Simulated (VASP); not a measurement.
# Dy3Re (Fm-3m) in VASP: further runs

Runs on Dy3Re. Level: PBE. Tasks: single point.

All numbers are computed with VASP 6.6.1; they aren't measurements. Logs are shortened: lines on timing, memory, paths and dates and some standing lists are left out, and cuts for length are marked.

## Step 1: The cell of the first run

It takes space group Fm-3m (No. 225, cubic). Conventional cell: a = 7.264 Å, b = 7.264 Å, c = 7.264 Å, α = 90.00°, β = 90.00°, γ = 90.00°. Within 4.1 Å of Dy (site symmetry -43m) lie 10 Dy at 3.15 to 3.63 Å and 4 Re at 3.15 Å. Dy (site symmetry m-3m) has 8 Dy at 3.15 Å and 6 Re at 3.63 Å within 4.1 Å. Re (site symmetry m-3m) has 14 Dy at 3.15 to 3.63 Å within 4.1 Å.

The cell was built from a structure type or drawn by symmetry, and may not be a known phase.

## Step 2: Single point, PBE

Input file INCAR:

```
SYSTEM = Dy3Re
PREC = Accurate ; ENCUT = 600
EDIFF = 1E-6 ; ISMEAR = 0
SIGMA = 0.1 ; LREAL = .False.
LASPH = .True. ; NELM = 200
ALGO = Normal ; ISIF = 2
LWAVE = .False. ; LCHARG = .True.
GGA = PE ; LELF = .True.
LVHAR = .True. ; NBANDS = 25
GGA_COMPAT = .False. ; LMAXMIX = 6
```

Input file KPOINTS:

```
Automatic mesh
0
Gamma
  4 4 4
  0 0 0
```

Input file POSCAR:

```
Dy3Re
1.0
    0.0000000000      3.6318811522      3.6318811522
    3.6318811522      0.0000000000      3.6318811522
    3.6318811522      3.6318811522      0.0000000000
Dy Re
3 1
Direct
    0.2500000000      0.2500000000      0.2500000000
    0.7500000000      0.7500000000      0.7500000000
    0.5000000000      0.5000000000      0.5000000000
    0.0000000000      0.0000000000      0.0000000000
```

Potentials or basis: VASP PAW PBE potentials, release 64 (Dy_3, Re), 4f in core.

The run is started by

```console
> cat potpaw_PBE.64/Dy_3/POTCAR potpaw_PBE.64/Re/POTCAR > POTCAR
> mpirun -np 1 vasp_std > vasp.out
```

OUTCAR:

```text
SYSTEM = Dy3Re
   PREC = Accurate
   ENCUT = 600
   EDIFF = 1E-6
   ISMEAR = 0
   LREAL = .False.
   LASPH = .True.
   NELM = 200
   ISIF = 2
   GGA = PE

 ion  position               nearest neighbor table
   1  0.250  0.250  0.250-   4 3.15   4 3.15   4 3.15   3 3.15   4 3.15   3 3.15   3 3.15   3 3.15
                             2 3.63   2 3.63   2 3.63   2 3.63   2 3.63   2 3.63
   2  0.750  0.750  0.750-   3 3.15   3 3.15   3 3.15   3 3.15   4 3.15   4 3.15   4 3.15   4 3.15
                             1 3.63   1 3.63   1 3.63   1 3.63   1 3.63   1 3.63
   3  0.500  0.500  0.500-   1 3.15   1 3.15   1 3.15   1 3.15   2 3.15   2 3.15   2 3.15   2 3.15

   4  0.000  0.000  0.000-   2 3.15   2 3.15   2 3.15   1 3.15   2 3.15   1 3.15   1 3.15   1 3.15

  LATTYP: Found a face centered cubic cell.
 ALAT       =     7.2637623044

  Lattice vectors:

 A1 = (   0.0000000000,   3.6318811522,   3.6318811522)
 A2 = (   3.6318811522,   0.0000000000,   3.6318811522)
 A3 = (   3.6318811522,   3.6318811522,   0.0000000000)

Analysis of symmetry for initial positions (statically):
=====================================================================
 Subroutine PRICEL returns:
 Original cell was already a primitive cell.

 Routine SETGRP: Setting up the symmetry group for a
 face centered cubic supercell.

 Subroutine GETGRP returns: Found 48 space group operations
 (whereof 48 operations were pure point group operations)
 out of a pool of 48 trial point group operations.

The static configuration has the point symmetry O_h .

Analysis of symmetry for dynamics (positions and initial velocities):
=====================================================================
 Subroutine PRICEL returns:
 Original cell was already a primitive cell.

 Routine SETGRP: Setting up the symmetry group for a
 face centered cubic supercell.

 Subroutine GETGRP returns: Found 48 space group operations
 (whereof 48 operations were pure point group operations)
 out of a pool of 48 trial point group operations.

The dynamic configuration has the point symmetry O_h .

 Subroutine INISYM returns: Found 48 space group operations
 (whereof 48 operations are pure point group operations),
 and found     1 'primitive' translations

----------------------------------------------------------------------------------------

                                     Primitive cell

  volume of cell :      95.8131

[... 74 lines left out ...]
   NELM   =    200;   NELMIN=  2; NELMDL= -5     # of ELM steps
   EDIFF  = 0.1E-05   stopping-criterion for ELM
   LREAL  =      F    real-space projection
   EDIFFG = 0.1E-04   stopping-criterion for IOM
   NSW    =      0    number of steps for IOM
   IBRION =     -1    ionic relax: 0-MD 1-quasi-New 2-CG
   NFREE  =      0    steps in history (QN), initial steepest desc. (CG)
   ISIF   =      2    stress and relaxation
   ISYM   =      2    0-nonsym 1-usesym 2-fastsym
   POTIM  = 0.5000    time-step for ionic-motion
   TEBEG  =    0.0;   TEEND  =   0.0 temperature during run
   PSTRESS=    0.0 pullay stress
   NELECT =      34.0000    total number of electrons
   NUPDOWN=      -1.0000    fix difference up-down
   EMIN   =  10.00;   EMAX   =-10.00  energy-range for DOS
   EFERMI =   0.00;   METHOD = LEGACY
   ISMEAR =     0;   SIGMA  =   0.10  broadening in eV -4-tet -1-fermi 0-gaus
   EFERMI_NEDOS =   21; number of points for ismear=-14 and -15
   IALGO  =     38    algorithm
   IMIX   =      4    mixing-type and parameters
     AMIX     =   0.40;   BMIX     =  1.00
     AMIX_MAG =   1.60;   BMIX_MAG =  1.00
  volume/ion in A,a.u.               =      23.95       161.64
  Fermi-wavevector in a.u.,A,eV,Ry     =   1.159025  2.190240 18.277239  1.343339
  Thomas-Fermi vector in A             =   2.295622
   LORBIT       =      0    0 simple, 1 ext, 2 COOP (PROOUT), +10 PAW based schemes
   GGA     = PE    functional components
   LHFCALC =     F    Hartree Fock is set to
   AEXX    =    0.0000 exact exchange contribution
   IVDW    =     0    specifies the selected vdW correction
   LEPSILON=     F    determine dielectric tensor
   LRPA    =     F    only Hartree local field effects (RPA)
 non-spin polarized calculation
 Gauss-broadening in eV      SIGMA  =   0.10
  energy-cutoff  :      600.00
  volume of cell :       95.81
 maximum number of plane-waves:      3250
 NGX is ok and might be reduce to    42
   NGX = 21   NGY = 21   NGZ = 21

 number of electron      33.9999999 magnetization

 Free energy of the ion-electron system (eV)
  ---------------------------------------------------
  ext. energy  EPLUGINS =         0.00000000
  ---------------------------------------------------
  free energy    TOTEN  =       -24.81805953 eV

  energy without entropy =      -24.78343049  energy(sigma->0) =      -24.80074501

 E-fermi :   4.3933     XC(G=0): -11.0647

 val. band max:        4.3897684378   @ k =  -0.2500   0.5000   0.2500
 cond. band min:       4.4074374260   @ k =   0.5000   0.2500   0.0000
 fundamental gap:      0.0176689882
 Fermi energy:         4.3933229109

 k-point     1 :       0.0000    0.0000    0.0000
  band No.  band energies     occupation
      1     -19.2521      2.00000
      2     -19.2521      2.00000
      3     -19.2521      2.00000
      4     -18.4705      2.00000
      5     -18.4705      2.00000
      6     -18.4705      2.00000
[... 213 lines left out ...]
     24       7.2303      0.00000
     25       8.0851      0.00000

------------------------ aborting loop because EDIFF is reached ----------------------------------------

  FORCE on cell =-STRESS in cart. coord.  units (eV):
  Direction    XX          YY          ZZ          XY          YZ          ZX
  --------------------------------------------------------------------------------------
  -------------------------------------------------------------------------------------
  Total        0.1950107      0.1950107      0.1950107     -0.0000000      0.0000000     -0.0000000
  in kB        3.2609502      3.2609502      3.2609502     -0.0000000      0.0000000     -0.0000000
  external PRESSURE =       3.2609502 kB  Pullay stress =       0.0000000 kB

 VOLUME and BASIS-vectors are now :
 -----------------------------------------------------------------------------
  energy-cutoff  :      600.00
  volume of cell :       95.81
      direct lattice vectors                 reciprocal lattice vectors
     0.000000000  3.631881152  3.631881152    -0.137669703  0.137669703  0.137669703
     3.631881152  0.000000000  3.631881152     0.137669703 -0.137669703  0.137669703
     3.631881152  3.631881152  0.000000000     0.137669703  0.137669703 -0.137669703

 POSITION                                       TOTAL-FORCE (eV/Angst)
 -----------------------------------------------------------------------------------
      1.81594      1.81594      1.81594         0.000000      0.000000     -0.000000
      5.44782      5.44782      5.44782         0.000000      0.000000      0.000000
      3.63188      3.63188      3.63188        -0.000000     -0.000000     -0.000000
      0.00000      0.00000      0.00000        -0.000000     -0.000000     -0.000000
 -----------------------------------------------------------------------------------
    total drift:                               -0.000000     -0.000000      0.000000

  FREE ENERGIE OF THE ION-ELECTRON SYSTEM (eV)
  ---------------------------------------------------
  free  energy   TOTEN  =       -24.8180595265 eV

  energy  without entropy=      -24.7834304885  energy(sigma->0) =      -24.80074501
```

stdout:

```text
POSCAR found type information on POSCAR DyRe
 POSCAR found :  2 types and       4 ions
 scaLAPACK will be used
 LDA part: xc-table for (Slater+PW92), standard interpolation
 POSCAR, INCAR and KPOINTS ok, starting setup
 FFT: planning ... GRIDC
 FFT: planning ... GRID_SOFT
 FFT: planning ... GRID
 WAVECAR not read
 entering main loop
```

It took 26 s on 1 thread of Intel Xeon 6975P-C (Granite Rapids), shared host; peak memory 0.25 GiB.

What came out:

```
Free energy            : -24.8181 eV
Pressure               : 0.3 GPa
Band gap on the k mesh : zero (bands 17 and 18 overlap by 1.38 eV)
```

Caveat: the k points lie up to 0.37 Å⁻¹ apart, too coarse for converged energies and pressures of a metal; spin-orbit coupling is left out, which moves the levels of the heavy elements; the 4f electrons are frozen in the core, so they carry no moment and show no levels.

## Step 3: Single point, PBE

This run uses another cell than the first one, of 31.39 Å³/atom.

Input file INCAR:

```
PREC     = Accurate       # precision mode
ENCUT    = 600            # plane-wave cutoff, eV
EDIFF    = 1E-6           # SCF threshold, eV
ISMEAR   = 0              # smearing method
SIGMA    = 0.1            # smearing width, eV
LREAL    = F              # projectors in reciprocal space
LASPH    = T              # aspherical terms in the spheres
NELM     = 200            # most SCF steps
ALGO     = Normal         # electronic algorithm
ISIF     = 2              # what is computed and relaxed
LWAVE    = F              # write WAVECAR
LCHARG   = T              # write CHGCAR
GGA      = PE             # functional
LELF     = T              # ELF
LVHAR    = T            
NBANDS   = 25             # bands
GGA_COMPAT= F            
LMAXMIX  = 6              # l up to which the mixer works
```

Input file KPOINTS:

```
regular mesh
0
Gamma
  4 4 4
```

Input file POSCAR:

```
Dy3Re
1.0
    0.0000000000      3.9742674500      3.9742674500
    3.9742674500      0.0000000000      3.9742674500
    3.9742674500      3.9742674500      0.0000000000
Dy Re
3 1
Direct
    0.2500000000      0.2500000000      0.2500000000
    0.7500000000      0.7500000000      0.7500000000
    0.5000000000      0.5000000000      0.5000000000
    0.0000000000      0.0000000000      0.0000000000
```

Potentials or basis: VASP PAW PBE potentials, release 64 (Dy_3, Re), 4f in core.

The run is started by

```console
> cat potpaw_PBE.64/Dy_3/POTCAR potpaw_PBE.64/Re/POTCAR > POTCAR
> mpirun -np 1 vasp_std > vasp.out
```

It took 27 s on 1 thread of Intel Xeon 6975P-C (Granite Rapids), shared host; peak memory 0.33 GiB.

It converged, with:

```
Free energy            : -23.4180 eV
Pressure               : -12.3 GPa
Band gap on the k mesh : zero (bands 17 and 18 overlap by 1.21 eV)
```

Levels at points of the mesh, in eV from the Fermi level:
```csv
k point,band 14,band 15,band 16,band 17,band 18,band 19,band 20,band 21
"(0.00, 0.00, 0.00)",-0.72,-0.72,-0.15,-0.15,-0.15,1.11,1.11,1.11
"(0.50, 0.00, 0.00)",-0.84,-0.53,-0.53,-0.46,-0.46,-0.05,0.37,0.37
"(0.50, 0.50, 0.00)",-0.56,-0.56,-0.54,0.74,0.97,0.97,1.01,1.01
```

Caveat: the cell stands under tension; spin-orbit coupling is left out, which moves the levels of the heavy elements; the 4f electrons are frozen in the core, so they carry no moment and show no levels. Spin polarisation is off, so any magnetic state and its effect on volume and gap are missing.
